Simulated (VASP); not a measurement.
# Ta (Im-3m) in VASP: a series of runs

Aim: see how the results for Ta move with the level of theory and the settings. Levels: PBE, PBE+D4. Tasks: single point.

All numbers are computed with VASP 6.6.1; they aren't measurements. Logs are shortened: lines on timing, memory, paths and dates and some standing lists are left out, and cuts for length are marked.

### 1 The cell of the first run

It takes space group Im-3m (No. 229, cubic). The conventional cell has a = 3.303 Å, b = 3.303 Å, c = 3.303 Å, α = 90.00°, β = 90.00°, γ = 90.00°. Within 3.8 Å of Ta (site symmetry m-3m) lie 14 Ta at 2.86 to 3.30 Å.

### 2 Single point, PBE

Input file INCAR:

```
SYSTEM = Ta
  PREC = Accurate
  ENCUT = 520
  EDIFF = 1E-6
  ISMEAR = 0
  SIGMA = 0.026000000000000002
  LREAL = .FALSE.
  LASPH = .TRUE.
  NELM = 80
  ALGO = Normal
  ISIF = 2
  LWAVE = .FALSE.
  LCHARG = .FALSE.
  GGA = PE
  NBANDS = 12
```

Input file KPOINTS:

```
regular mesh
0
G
  11 11 11
  0 0 0
```

Input file POSCAR:

```
Ta
1.0
   -1.6512800000      1.6512800000      1.6512800000
    1.6512800000     -1.6512800000      1.6512800000
    1.6512800000      1.6512800000     -1.6512800000
Ta
1
Direct
    0.0000000000      0.0000000000      0.0000000000
```

Potentials or basis: VASP PAW PBE potentials, release 64 (Ta_pv).

Run with:

```sh
> cat potpaw_PBE.64/Ta_pv/POTCAR > POTCAR
> mpirun -np 1 vasp_std > vasp.out
```

OUTCAR:

```text
SYSTEM = Ta
   PREC = Accurate
   ENCUT = 520
   EDIFF = 1E-6
   ISMEAR = 0
   LREAL = .FALSE.
   LASPH = .TRUE.
   NELM = 80
   ISIF = 2
   GGA = PE

 ion  position               nearest neighbor table
   1  0.000  0.000  0.000-

  LATTYP: Found a body centered cubic cell.
 ALAT       =     3.3025600000

  Lattice vectors:

 A1 = (  -1.6512800000,   1.6512800000,   1.6512800000)
 A2 = (   1.6512800000,  -1.6512800000,   1.6512800000)
 A3 = (   1.6512800000,   1.6512800000,  -1.6512800000)

Analysis of symmetry for initial positions (statically):
=====================================================================
 Subroutine PRICEL returns:
 Original cell was already a primitive cell.

 Routine SETGRP: Setting up the symmetry group for a
 body centered cubic supercell.

 Subroutine GETGRP returns: Found 48 space group operations
 (whereof 48 operations were pure point group operations)
 out of a pool of 48 trial point group operations.

The static configuration has the point symmetry O_h .

Analysis of symmetry for dynamics (positions and initial velocities):
=====================================================================
 Subroutine PRICEL returns:
 Original cell was already a primitive cell.

 Routine SETGRP: Setting up the symmetry group for a
 body centered cubic supercell.

 Subroutine GETGRP returns: Found 48 space group operations
 (whereof 48 operations were pure point group operations)
 out of a pool of 48 trial point group operations.

The dynamic configuration has the point symmetry O_h .

 Subroutine INISYM returns: Found 48 space group operations
 (whereof 48 operations are pure point group operations),
 and found     1 'primitive' translations

----------------------------------------------------------------------------------------

                                     Primitive cell

  volume of cell :      18.0104

  direct lattice vectors                    reciprocal lattice vectors
    -1.651280000  1.651280000  1.651280000     0.000000000  0.302795407  0.302795407
     1.651280000 -1.651280000  1.651280000     0.302795407  0.000000000  0.302795407
     1.651280000  1.651280000 -1.651280000     0.302795407  0.302795407  0.000000000

  length of vectors
     2.860100858  2.860100858  2.860100858     0.428217371  0.428217371  0.428217371

  position of ions in fractional coordinates (direct lattice)
     0.000000000  0.000000000  0.000000000

  ion indices of the primitive-cell ions
   primitive index   ion index
                 1           1

----------------------------------------------------------------------------------------

 KPOINTS: regular mesh

Automatic generation of k-mesh.
 Grid dimensions read from file:
 generate k-points for:   11   11   11

 Generating k-lattice:

  Cartesian coordinates                     Fractional coordinates (reciprocal lattice)
     0.000000000  0.027526855  0.027526855     0.090909091  0.000000000  0.000000000
     0.027526855  0.000000000  0.027526855     0.000000000  0.090909091  0.000000000
     0.027526855  0.027526855  0.000000000     0.000000000  0.000000000  0.090909091

  Length of vectors
     0.038928852  0.038928852  0.038928852

  Shift w.r.t. Gamma in fractional coordinates (k-lattice)
     0.000000000  0.000000000  0.000000000

 Subroutine IBZKPT returns following result:
 ===========================================

 Found     56 irreducible k-points:

 Following reciprocal coordinates:
            Coordinates               Weight
  0.000000  0.000000  0.000000      1.000000
  0.090909  0.000000  0.000000     12.000000
  0.181818  0.000000  0.000000     12.000000
  0.272727  0.000000  0.000000     12.000000
  0.363636  0.000000  0.000000     12.000000
  0.454545  0.000000  0.000000     12.000000
[... 16 lines left out ...]
  0.272727  0.181818  0.090909     48.000000
  0.363636  0.181818  0.090909     24.000000
 [... further k-points ...]
   k-points           NKPTS =     56   k-points in BZ     NKDIM =     56   number of bands    NBANDS=     12
   number of dos      NEDOS =    301   number of ions     NIONS =      1
   total plane-waves  NPLWV =  13824
   dimension x,y,z NGX =    24 NGY =   24 NGZ =   24
   dimension x,y,z NGXF=    48 NGYF=   48 NGZF=   48
   ions per type =               1
   NGX,Y,Z   is equivalent  to a cutoff of  13.95, 13.95, 13.95 a.u.
   NGXF,Y,Z  is equivalent  to a cutoff of  27.90, 27.90, 27.90 a.u.
 SYSTEM =  Ta
   PREC   = accura    normal or accurate (medium, high low for compatibility)
   ISTART =      0    job   : 0-new  1-cont  2-samecut
   ICHARG =      2    charge: 1-file 2-atom 10-const
   ISPIN  =      1    spin polarized calculation?
   LNONCOLLINEAR =      F non collinear calculations
   LSORBIT =      F    spin-orbit coupling
   LASPH  =      T    aspherical Exc in radial PAW
   ENCUT  =  520.0 eV  38.22 Ry    6.18 a.u.   5.32  5.32  5.32*2*pi/ulx,y,z
   NELM   =     80;   NELMIN=  2; NELMDL= -5     # of ELM steps
   EDIFF  = 0.1E-05   stopping-criterion for ELM
   LREAL  =      F    real-space projection
   EDIFFG = 0.1E-04   stopping-criterion for IOM
   NSW    =      0    number of steps for IOM
   IBRION =     -1    ionic relax: 0-MD 1-quasi-New 2-CG
   NFREE  =      0    steps in history (QN), initial steepest desc. (CG)
   ISIF   =      2    stress and relaxation
   ISYM   =      2    0-nonsym 1-usesym 2-fastsym
   POTIM  = 0.5000    time-step for ionic-motion
   TEBEG  =    0.0;   TEEND  =   0.0 temperature during run
   PSTRESS=    0.0 pullay stress
   NELECT =      11.0000    total number of electrons
   NUPDOWN=      -1.0000    fix difference up-down
   EMIN   =  10.00;   EMAX   =-10.00  energy-range for DOS
   EFERMI =   0.00;   METHOD = LEGACY
   ISMEAR =     0;   SIGMA  =   0.03  broadening in eV -4-tet -1-fermi 0-gaus
   EFERMI_NEDOS =   21; number of points for ismear=-14 and -15
   IALGO  =     38    algorithm
   IMIX   =      4    mixing-type and parameters
     AMIX     =   0.40;   BMIX     =  1.00
     AMIX_MAG =   1.60;   BMIX_MAG =  1.00
  volume/ion in A,a.u.               =      18.01       121.54
  Fermi-wavevector in a.u.,A,eV,Ry     =   1.388988  2.624806 26.249534  1.929286
  Thomas-Fermi vector in A             =   2.513061
   LORBIT       =      0    0 simple, 1 ext, 2 COOP (PROOUT), +10 PAW based schemes
   GGA     = PE    functional components
   LHFCALC =     F    Hartree Fock is set to
   AEXX    =    0.0000 exact exchange contribution
   IVDW    =     0    specifies the selected vdW correction
   LEPSILON=     F    determine dielectric tensor
   LRPA    =     F    only Hartree local field effects (RPA)
 non-spin polarized calculation
 Gauss-broadening in eV      SIGMA  =   0.03
  energy-cutoff  :      520.00
  volume of cell :       18.01
 maximum number of plane-waves:       494
 NGX is ok and might be reduce to    24
   NGX = 11   NGY = 11   NGZ = 11

 number of electron      11.0000002 magnetization

 Free energy of the ion-electron system (eV)
  ---------------------------------------------------
  ext. energy  EPLUGINS =         0.00000000
  ---------------------------------------------------
  free energy    TOTEN  =       -11.81531997 eV

  energy without entropy =      -11.81522226  energy(sigma->0) =      -11.81527112

 E-fermi :   5.4565     XC(G=0): -12.6163

 val. band max:        5.4264724514   @ k =   0.1818   0.0000   0.0000
 cond. band min:       5.5132608587   @ k =   0.3636   0.1818   0.0909
 fundamental gap:      0.0867884073
 Fermi energy:         5.4564605413

 k-point     1 :       0.0000    0.0000    0.0000
  band No.  band energies     occupation
      1     -27.5730      2.00000
      2     -27.5730      2.00000
      3     -27.5730      2.00000
      4      -2.4301      2.00000
      5       6.2279      0.00000
      6       6.2279      0.00000
      7       6.2279      0.00000
      8       9.5002      0.00000
      9       9.5002      0.00000
     10      20.1984      0.00000
     11      20.4969      0.00000
     12      20.4969      0.00000

 k-point     2 :       0.0909    0.0000    0.0000
  band No.  band energies     occupation
      1     -27.6742      2.00000
      2     -27.6042      2.00000
      3     -27.5736      2.00000
      4      -2.0645      2.00000
      5       5.9935      0.00000
      6       6.1472      0.00000
      7       6.5887      0.00000
      8       9.1531      0.00000
      9       9.5030      0.00000
     10      20.1980      0.00000
     11      20.8125      0.00000
     12      21.1381      0.00000

 k-point     3 :       0.1818    0.0000    0.0000
  band No.  band energies     occupation
      1     -27.9380      2.00000
      2     -27.6868      2.00000
      3     -27.5751      2.00000
      4      -1.0749      2.00000
      5       5.4265      1.89714
      6       5.7662      0.00000
      7       7.6414      0.00000
      8       8.8023      0.00000
      9       9.5591      0.00000
     10      20.1970      0.00000
     11      21.2269      0.00000
     12      22.9105      0.00000

 k-point     4 :       0.2727    0.0000    0.0000
  band No.  band energies     occupation
      1     -28.2684      2.00000
      2     -27.7933      2.00000
      3     -27.5771      2.00000
      4       0.1611      2.00000
      5       4.7848      2.00000
      6       5.3422      2.00000
      7       9.0026      0.00000
      8       9.2859      0.00000
      9       9.7480      0.00000
     10      20.1909      0.00000
     11      20.3059      0.00000
     12      21.6903      0.00000

 k-point     5 :       0.3636    0.0000    0.0000
  band No.  band energies     occupation
      1     -28.5585      2.00000
      2     -27.8892      2.00000
      3     -27.5791      2.00000
      4       0.9498      2.00000
      5       4.2678      2.00000
      6       5.7506      0.00000
      7       9.3737      0.00000
      8      10.0704      0.00000
      9      11.2894      0.00000
     10      18.6714      0.00000
     11      19.1667      0.00000
     12      20.2167      0.00000
[... 228 lines left out ...]
      1     -27.7083      2.00000
      2     -27.6358      2.00000
      3     -27.6358      2.00000
      4      -1.7073      2.00000
      5       6.1468      0.00000
      6       6.1468      0.00000
      7       6.5757      0.00000
      8       8.3722      0.00000
      9       9.9011      0.00000
     10      20.1977      0.00000
     11      21.7302      0.00000
     12      21.7527      0.00000

 k-point    22 :       0.1818    0.1818    0.0909
  band No.  band energies     occupation
      1     -28.4843      2.00000
      2     -27.8729      2.00000
      3     -27.7292      2.00000
      4       2.0263      2.00000
      5       4.1600      2.00000
      6       4.3105      2.00000
      7       9.5767      0.00000
      8      10.1545      0.00000
      9      12.7100      0.00000
     10      18.6840      0.00000
     11      20.2091      0.00000
     12      20.9921      0.00000

 k-point    23 :       0.2727    0.1818    0.0909
  band No.  band energies     occupation
      1     -28.5386      2.00000
      2     -28.0292      2.00000
      3     -27.7578      2.00000
      4       2.6355      2.00000
      5       3.9671      2.00000
      6       4.8681      2.00000
      7       9.8428      0.00000
      8      10.3963      0.00000
      9      14.6681      0.00000
     10      15.8722      0.00000
     11      19.5203      0.00000
     12      20.2043      0.00000

 k-point    24 :       0.3636    0.1818    0.0909
  band No.  band energies     occupation
      1     -28.5415      2.00000
      2     -28.1074      2.00000
      3     -27.7657      2.00000
      4       2.6601      2.00000
      5       3.9070      2.00000
      6       5.5133      0.00200
      7       9.9273      0.00000
      8      10.5011      0.00000
      9      14.5989      0.00000
     10      15.6152      0.00000
     11      18.8923      0.00000
     12      20.2034      0.00000

 [... further k-points ...]
[... 5 lines left out ...]
  --------------------------------------------------------------------------------------
  -------------------------------------------------------------------------------------
  Total        0.2504959      0.2504959      0.2504959      0.0000000      0.0000000     -0.0000000
  in kB       22.2837902     22.2837902     22.2837902      0.0000000      0.0000000     -0.0000000
  external PRESSURE =      22.2837902 kB  Pullay stress =       0.0000000 kB

 VOLUME and BASIS-vectors are now :
 -----------------------------------------------------------------------------
  energy-cutoff  :      520.00
  volume of cell :       18.01
      direct lattice vectors                 reciprocal lattice vectors
    -1.651280000  1.651280000  1.651280000     0.000000000  0.302795407  0.302795407
     1.651280000 -1.651280000  1.651280000     0.302795407  0.000000000  0.302795407
     1.651280000  1.651280000 -1.651280000     0.302795407  0.302795407  0.000000000

 POSITION                                       TOTAL-FORCE (eV/Angst)
 -----------------------------------------------------------------------------------
      0.00000      0.00000      0.00000        -0.000000      0.000000     -0.000000
 -----------------------------------------------------------------------------------
    total drift:                                0.000000      0.000000      0.000000

  FREE ENERGIE OF THE ION-ELECTRON SYSTEM (eV)
  ---------------------------------------------------
  free  energy   TOTEN  =       -11.8153199701 eV

  energy  without entropy=      -11.8152222626  energy(sigma->0) =      -11.81527112
```

Run time: 7.2 s. Hardware: 1 thread of Intel Xeon Platinum 8488C (Sapphire Rapids), shared host; peak memory 0.14 GiB.

Results:

```
Free energy : -11.8153 eV
Pressure    : 2.2 GPa
```

Levels at points of the mesh, in eV from the Fermi level:
| k point | band 1 | band 2 | band 3 | band 4 | band 5 | band 6 | band 7 | band 8 | band 9 | band 10 |
| --- | --- | --- | --- | --- | --- | --- | --- | --- | --- | --- |
| (0.00, 0.00, 0.00) | -33.03 | -33.03 | -33.03 | -7.89 | 0.77 | 0.77 | 0.77 | 4.04 | 4.04 | 14.74 |

Caveat: spin-orbit coupling is left out, which moves the levels of the heavy elements.

### 3 Single point, PBE+D4

Input file INCAR:

```
PREC     = Accurate       # precision mode
ENCUT    = 520            # plane-wave cutoff, eV
EDIFF    = 1E-6           # SCF threshold, eV
ISMEAR   = -1             # smearing method
SIGMA    = 0.05           # smearing width, eV
LREAL    = F              # projectors in reciprocal space
LASPH    = T              # aspherical terms in the spheres
NELM     = 60             # most SCF steps
ALGO     = Normal         # electronic algorithm
ISIF     = 2              # what is computed and relaxed
LWAVE    = F              # write WAVECAR
LCHARG   = T              # write CHGCAR
GGA      = PE             # functional
IVDW     = 13             # dispersion correction
LELF     = T              # ELF
LVHAR    = T            
NBANDS   = 12             # bands
```

Input file KPOINTS:

```
Automatic mesh
0
Gamma
  11 11 11
```

Input file POSCAR:

```
Ta
1.0
   -1.6505568043      1.6505568043      1.6505568043
    1.6505568043     -1.6505568043      1.6505568043
    1.6505568043      1.6505568043     -1.6505568043
Ta
1
Direct
    0.0000000000      0.0000000000      0.0000000000
```

Potentials or basis: VASP PAW PBE potentials, release 64 (Ta_pv).

Run with:

```sh
> cat potpaw_PBE.64/Ta_pv/POTCAR > POTCAR
> mpirun -np 1 vasp_std > vasp.out
```

Wall time 8.5 s (1 thread of Intel Xeon Platinum 8488C (Sapphire Rapids), shared host); peak memory 0.14 GiB.

Results (log left out):

```yaml
Free_energy: -12.1379 eV
Pressure: 0.2 GPa
Dispersion_energy_per_atom: -0.320 eV
```

Levels at points of the mesh, in eV from the Fermi level:
```
           k point  band 1  band 2  band 3  band 4  band 5  band 6  band 7  band 8  band 9  band 10
(0.00, 0.00, 0.00)  -33.06  -33.06  -33.06   -7.92    0.74    0.74    0.74    4.02    4.02    14.71
```

Caveat: spin-orbit coupling is left out, which moves the levels of the heavy elements; pairwise dispersion overbinds metals, which lowers pressure and volume.
